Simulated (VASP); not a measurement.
# Y2S (P6/mmm) in VASP: a series of runs

The runs below take Y2S through single point, with PBE.

Everything below comes from runs of VASP 6.6.1. Logs are shortened: lines on timing, memory, paths and dates and some standing lists are left out, and cuts for length are marked.

### Step 1. The cell of the first run

The structure is hexagonal, space group P6/mmm (No. 191). Conventional cell: a = 5.079 Å, b = 5.079 Å, c = 3.236 Å, α = 90.00°, β = 90.00°, γ = 120.00°. Within 3.9 Å of Y (site symmetry -6m2) lie 5 Y at 2.93 to 3.24 Å and 6 S at 3.35 Å. S (site symmetry 6/mmm) has 2 S at 3.24 Å and 12 Y at 3.35 Å within 4.3 Å.

### Step 2. Single point, PBE

The input, INCAR:

```
SYSTEM = Y2S
ALGO     = Normal         ! electronic algorithm
EDIFF    = 1E-6           ! SCF threshold, eV
ENCUT    = 520            ! plane-wave cutoff, eV
GGA      = PE             ! functional
ISIF     = 2              ! what is computed and relaxed
ISMEAR   = 0              ! smearing method
LASPH    = .TRUE.         ! aspherical terms in the spheres
LCHARG   = .FALSE.        ! write CHGCAR
LREAL    = .FALSE.        ! projectors in reciprocal space
LWAVE    = .FALSE.        ! write WAVECAR
NBANDS   = 21             ! bands
NELM     = 100            ! most SCF steps
PREC     = Accurate       ! precision mode
SIGMA    = 0.1            ! smearing width, eV
```

The input, KPOINTS:

```
k-points
0
G
  12 12 14
  0 0 0
```

The input, POSCAR:

```
Y2S
1.0
    5.0790705525      0.0000000000      0.0000000000
   -2.5395352762      4.3986041261      0.0000000000
    0.0000000000      0.0000000000      3.2360450428
Y S
2 1
Direct
    0.3333333333      0.6666666667      0.5000000000
    0.6666666667      0.3333333333      0.5000000000
    0.0000000000      0.0000000000      0.0000000000
```

Potentials or basis: VASP PAW PBE potentials, release 64 (Y_sv, S).

On the command line:

```
cat potpaw_PBE.64/Y_sv/POTCAR potpaw_PBE.64/S/POTCAR > POTCAR
mpirun -np 1 vasp_std > vasp.out
```

OUTCAR:

```text
SYSTEM = Y2S
   EDIFF = 1E-6
   ENCUT = 520
   GGA = PE
   ISIF = 2
   ISMEAR = 0
   LASPH = .TRUE.
   LREAL = .FALSE.
   NELM = 100
   PREC = Accurate

 ion  position               nearest neighbor table
   1  0.333  0.667  0.500-   2 2.93   2 2.93   2 2.93   3 3.35   3 3.35   3 3.35   3 3.35   3 3.35
                             3 3.35
   2  0.667  0.333  0.500-   1 2.93   1 2.93   1 2.93   3 3.35   3 3.35   3 3.35   3 3.35   3 3.35
                             3 3.35
   3  0.000  0.000  0.000-   1 3.35   2 3.35   1 3.35   2 3.35   1 3.35   1 3.35   2 3.35   2 3.35
                             2 3.35   2 3.35   1 3.35   1 3.35

  LATTYP: Found a hexagonal cell.
 ALAT       =     5.0790705525
 C/A-ratio  =     0.6371333120

  Lattice vectors:

 A1 = (   5.0790705525,   0.0000000000,   0.0000000000)
 A2 = (  -2.5395352762,   4.3986041261,   0.0000000000)
 A3 = (   0.0000000000,   0.0000000000,   3.2360450428)

Analysis of symmetry for initial positions (statically):
=====================================================================
 Subroutine PRICEL returns:
 Original cell was already a primitive cell.

 Routine SETGRP: Setting up the symmetry group for a
 hexagonal supercell.

 Subroutine GETGRP returns: Found 24 space group operations
 (whereof 24 operations were pure point group operations)
 out of a pool of 24 trial point group operations.

The static configuration has the point symmetry D_6h.

Analysis of symmetry for dynamics (positions and initial velocities):
=====================================================================
 Subroutine PRICEL returns:
 Original cell was already a primitive cell.

 Routine SETGRP: Setting up the symmetry group for a
 hexagonal supercell.

 Subroutine GETGRP returns: Found 24 space group operations
 (whereof 24 operations were pure point group operations)
 out of a pool of 24 trial point group operations.

The dynamic configuration has the point symmetry D_6h.

 Subroutine INISYM returns: Found 24 space group operations
 (whereof 24 operations are pure point group operations),
 and found     1 'primitive' translations

----------------------------------------------------------------------------------------

                                     Primitive cell

  volume of cell :      72.2959

  direct lattice vectors                    reciprocal lattice vectors
     5.079070553  0.000000000  0.000000000     0.196886416  0.113672426  0.000000000
    -2.539535276  4.398604126  0.000000000     0.000000000  0.227344851  0.000000000
[... 82 lines left out ...]
   LNONCOLLINEAR =      F non collinear calculations
   LSORBIT =      F    spin-orbit coupling
   LASPH  =      T    aspherical Exc in radial PAW
   ENCUT  =  520.0 eV  38.22 Ry    6.18 a.u.   9.44  9.44  6.02*2*pi/ulx,y,z
   NELM   =    100;   NELMIN=  2; NELMDL= -5     # of ELM steps
   EDIFF  = 0.1E-05   stopping-criterion for ELM
   LREAL  =      F    real-space projection
   EDIFFG = 0.1E-04   stopping-criterion for IOM
   NSW    =      0    number of steps for IOM
   IBRION =     -1    ionic relax: 0-MD 1-quasi-New 2-CG
   NFREE  =      0    steps in history (QN), initial steepest desc. (CG)
   ISIF   =      2    stress and relaxation
   ISYM   =      2    0-nonsym 1-usesym 2-fastsym
   POTIM  = 0.5000    time-step for ionic-motion
   TEBEG  =    0.0;   TEEND  =   0.0 temperature during run
   PSTRESS=    0.0 pullay stress
   NELECT =      28.0000    total number of electrons
   NUPDOWN=      -1.0000    fix difference up-down
   EMIN   =  10.00;   EMAX   =-10.00  energy-range for DOS
   EFERMI =   0.00;   METHOD = LEGACY
   ISMEAR =     0;   SIGMA  =   0.10  broadening in eV -4-tet -1-fermi 0-gaus
   EFERMI_NEDOS =   21; number of points for ismear=-14 and -15
   IALGO  =     38    algorithm
   IMIX   =      4    mixing-type and parameters
     AMIX     =   0.40;   BMIX     =  1.00
     AMIX_MAG =   1.60;   BMIX_MAG =  1.00
  volume/ion in A,a.u.               =      24.10       162.63
  Fermi-wavevector in a.u.,A,eV,Ry     =   1.193318  2.255045 19.374811  1.424008
  Thomas-Fermi vector in A             =   2.329335
   LORBIT       =      0    0 simple, 1 ext, 2 COOP (PROOUT), +10 PAW based schemes
   GGA     = PE    functional components
   LHFCALC =     F    Hartree Fock is set to
   AEXX    =    0.0000 exact exchange contribution
   IVDW    =     0    specifies the selected vdW correction
   LEPSILON=     F    determine dielectric tensor
   LRPA    =     F    only Hartree local field effects (RPA)
 non-spin polarized calculation
 Gauss-broadening in eV      SIGMA  =   0.10
  energy-cutoff  :      520.00
  volume of cell :       72.30
 maximum number of plane-waves:      1971
 NGX is ok and might be reduce to    40
   NGX = 19   NGY = 19   NGZ = 13

 number of electron      28.0000000 magnetization

 Free energy of the ion-electron system (eV)
  ---------------------------------------------------
  ext. energy  EPLUGINS =         0.00000000
  ---------------------------------------------------
  free energy    TOTEN  =       -16.31971049 eV

  energy without entropy =      -16.29887927  energy(sigma->0) =      -16.30929488

 E-fermi :   4.9472     XC(G=0): -10.2115

 val. band max:        4.9421127914   @ k =   0.1667   0.0000   0.4286
 cond. band min:       4.9479688375   @ k =   0.5000   0.0000   0.4286
 fundamental gap:      0.0058560461
 Fermi energy:         4.9472030347

 k-point     1 :       0.0000    0.0000    0.0000
  band No.  band energies     occupation
      1     -38.1505      2.00000
      2     -37.8292      2.00000
      3     -18.6728      2.00000
      4     -18.6728      2.00000
      5     -17.6904      2.00000
      6     -17.6061      2.00000
[... 565 lines left out ...]
     20       8.3789      0.00000
     21       8.4522      0.00000

 [... further k-points ...]
[... 5 lines left out ...]
  --------------------------------------------------------------------------------------
  -------------------------------------------------------------------------------------
  Total       -0.0036147     -0.0036147     -0.0390516     -0.0000000     -0.0000000     -0.0000000
  in kB       -0.0801057     -0.0801057     -0.8654375     -0.0000000     -0.0000000     -0.0000000
  external PRESSURE =      -0.3418830 kB  Pullay stress =       0.0000000 kB

 VOLUME and BASIS-vectors are now :
 -----------------------------------------------------------------------------
  energy-cutoff  :      520.00
  volume of cell :       72.30
      direct lattice vectors                 reciprocal lattice vectors
     5.079070553  0.000000000  0.000000000     0.196886416  0.113672426  0.000000000
    -2.539535276  4.398604126  0.000000000     0.000000000  0.227344851  0.000000000
     0.000000000  0.000000000  3.236045043     0.000000000  0.000000000  0.309019184

 POSITION                                       TOTAL-FORCE (eV/Angst)
 -----------------------------------------------------------------------------------
     -0.00000      2.93240      1.61802         0.000000     -0.000000     -0.000000
      2.53954      1.46620      1.61802        -0.000000      0.000000      0.000000
      0.00000      0.00000      0.00000        -0.000000      0.000000      0.000000
 -----------------------------------------------------------------------------------
    total drift:                                0.000000      0.000000      0.000000

  FREE ENERGIE OF THE ION-ELECTRON SYSTEM (eV)
  ---------------------------------------------------
  free  energy   TOTEN  =       -16.3197104884 eV

  energy  without entropy=      -16.2988792682  energy(sigma->0) =      -16.30929488
```

Wall time 69 s (1 thread of Intel Xeon 6975P-C (Granite Rapids), shared host); peak memory 0.36 GiB.

Results:

```yaml
Free_energy: -16.3197 eV
Pressure: 0.0 GPa
Band_gap_on_the_k_mesh: zero (band 14 reaches 5.48 eV, above the bottom of band 15 at 4.37 eV)
```

Levels at points of the mesh, in eV from the Fermi level:
| k point | band 12 | band 13 | band 14 | band 15 | band 16 | band 17 |
| --- | --- | --- | --- | --- | --- | --- |
| (0.00, 0.00, 0.00) | -2.44 | -0.62 | -0.47 | 0.40 | 1.04 | 1.04 |
| (0.50, 0.00, 0.00) | -1.60 | -0.87 | -0.34 | -0.03 | 0.21 | 1.83 |
| (0.00, 0.00, 0.50) | -3.24 | -1.36 | -1.36 | 0.87 | 0.87 | 1.47 |
| (0.50, 0.00, 0.50) | -3.59 | -0.52 | -0.12 | 0.31 | 0.35 | 1.02 |

### Step 3. Single point, PBE

The input, INCAR:

```
ALGO     = Normal         # electronic algorithm
EDIFF    = 1E-7           # SCF threshold, eV
ENCUT    = 520            # plane-wave cutoff, eV
GGA      = PE             # functional
ISIF     = 2              # what is computed and relaxed
ISMEAR   = 0              # smearing method
LASPH    = T              # aspherical terms in the spheres
LCHARG   = F              # write CHGCAR
LREAL    = F              # projectors in reciprocal space
LWAVE    = F              # write WAVECAR
NBANDS   = 21             # bands
NELM     = 100            # most SCF steps
PREC     = Accurate       # precision mode
SIGMA    = 0.1            # smearing width, eV
```

The input, KPOINTS:

```
k-points
0
Gamma
  12 12 14
```

POSCAR is that of step 2.

Potentials or basis: VASP PAW PBE potentials, release 64 (Y_sv, S).

On the command line:

```
cat potpaw_PBE.64/Y_sv/POTCAR potpaw_PBE.64/S/POTCAR > POTCAR
mpirun -np 1 vasp_std > vasp.out
```

OUTCAR:

```text
EDIFF = 1E-7
   ENCUT = 520
   GGA = PE
   ISIF = 2
   ISMEAR = 0
   LASPH = T
   LREAL = F
   NELM = 100
   PREC = Accurate

 ion  position               nearest neighbor table
   1  0.333  0.667  0.500-   2 2.93   2 2.93   2 2.93   3 3.35   3 3.35   3 3.35   3 3.35   3 3.35
                             3 3.35
   2  0.667  0.333  0.500-   1 2.93   1 2.93   1 2.93   3 3.35   3 3.35   3 3.35   3 3.35   3 3.35
                             3 3.35
   3  0.000  0.000  0.000-   1 3.35   2 3.35   1 3.35   2 3.35   1 3.35   1 3.35   2 3.35   2 3.35
                             2 3.35   2 3.35   1 3.35   1 3.35

  LATTYP: Found a hexagonal cell.
 ALAT       =     5.0790705525
 C/A-ratio  =     0.6371333120

  Lattice vectors:

 A1 = (   5.0790705525,   0.0000000000,   0.0000000000)
 A2 = (  -2.5395352762,   4.3986041261,   0.0000000000)
 A3 = (   0.0000000000,   0.0000000000,   3.2360450428)

Analysis of symmetry for initial positions (statically):
=====================================================================
 Subroutine PRICEL returns:
 Original cell was already a primitive cell.
[... 166 lines left out ...]
  ---------------------------------------------------
  ext. energy  EPLUGINS =         0.00000000
  ---------------------------------------------------
  free energy    TOTEN  =       -16.31971029 eV

  energy without entropy =      -16.29887955  energy(sigma->0) =      -16.30929492

 E-fermi :   4.9472     XC(G=0): -10.2115

 val. band max:        4.9421509811   @ k =   0.1667   0.0000   0.4286
 cond. band min:       4.9480068843   @ k =   0.5000   0.0000   0.4286
 fundamental gap:      0.0058559032
 Fermi energy:         4.9472016055

 k-point     1 :       0.0000    0.0000    0.0000
  band No.  band energies     occupation
      1     -38.1506      2.00000
      2     -37.8293      2.00000
      3     -18.6729      2.00000
      4     -18.6729      2.00000
      5     -17.6905      2.00000
      6     -17.6061      2.00000
[... 565 lines left out ...]
     20       8.3789      0.00000
     21       8.4523      0.00000

 [... further k-points ...]
[... 5 lines left out ...]
  --------------------------------------------------------------------------------------
  -------------------------------------------------------------------------------------
  Total       -0.0007604     -0.0007604     -0.0346342     -0.0000000      0.0000000      0.0000000
  in kB       -0.0168518     -0.0168518     -0.7675425     -0.0000000      0.0000000      0.0000000
  external PRESSURE =      -0.2670820 kB  Pullay stress =       0.0000000 kB

 VOLUME and BASIS-vectors are now :
 -----------------------------------------------------------------------------
  energy-cutoff  :      520.00
  volume of cell :       72.30
      direct lattice vectors                 reciprocal lattice vectors
     5.079070553  0.000000000  0.000000000     0.196886416  0.113672426  0.000000000
    -2.539535276  4.398604126  0.000000000     0.000000000  0.227344851  0.000000000
     0.000000000  0.000000000  3.236045043     0.000000000  0.000000000  0.309019184

 POSITION                                       TOTAL-FORCE (eV/Angst)
 -----------------------------------------------------------------------------------
     -0.00000      2.93240      1.61802         0.000000      0.000000      0.000000
      2.53954      1.46620      1.61802        -0.000000     -0.000000      0.000000
      0.00000      0.00000      0.00000        -0.000000      0.000000      0.000000
 -----------------------------------------------------------------------------------
    total drift:                                0.000000     -0.000000      0.000000

  FREE ENERGIE OF THE ION-ELECTRON SYSTEM (eV)
  ---------------------------------------------------
  free  energy   TOTEN  =       -16.3197102875 eV

  energy  without entropy=      -16.2988795468  energy(sigma->0) =      -16.30929492
```

OSZICAR:

```text
N       E                     dE             d eps       ncg     rms          rms(c)
DAV:   1     0.124594719153E+03    0.12459E+03   -0.13908E+04  6384   0.126E+03
DAV:   2    -0.570226429649E+01   -0.13030E+03   -0.12614E+03  7558   0.285E+02
DAV:   3    -0.165483352733E+02   -0.10846E+02   -0.10408E+02 11873   0.503E+01
DAV:   4    -0.169075982613E+02   -0.35926E+00   -0.35544E+00  8504   0.917E+00
DAV:   5    -0.169162477861E+02   -0.86495E-02   -0.86439E-02  9456   0.123E+00    0.249E+01
DAV:   6    -0.163414457813E+02    0.57480E+00   -0.18711E+00  7704   0.533E+00    0.174E+01
DAV:   7    -0.163142135826E+02    0.27232E-01   -0.38821E-01  9773   0.298E+00    0.446E+00
DAV:   8    -0.163203671704E+02   -0.61536E-02   -0.28528E-02  9030   0.827E-01    0.867E-01
DAV:   9    -0.163197446889E+02    0.62248E-03   -0.75129E-03  7406   0.559E-01    0.178E-01
DAV:  10    -0.163197277201E+02    0.16969E-04   -0.77896E-04  8620   0.180E-01    0.498E-02
DAV:  11    -0.163197112337E+02    0.16486E-04   -0.66453E-05  8307   0.484E-02    0.127E-02
DAV:  12    -0.163197104914E+02    0.74228E-06   -0.38174E-06  9015   0.115E-02    0.611E-03
DAV:  13    -0.163197103643E+02    0.12712E-06   -0.29450E-07  6771   0.362E-03    0.323E-03
DAV:  14    -0.163197102875E+02    0.76749E-07   -0.74776E-08  4830   0.172E-03
   1 F= -.16319710E+02 E0= -.16309295E+02  d E =-.208307E-01
```

Wall time 77 s (1 thread of Intel Xeon 6975P-C (Granite Rapids), shared host); peak memory 0.36 GiB.

Results:

```yaml
Free_energy: -16.3197 eV
Pressure: 0.0 GPa
Band_gap_on_the_k_mesh: zero (band 14 reaches 5.48 eV, above the bottom of band 15 at 4.37 eV)
```
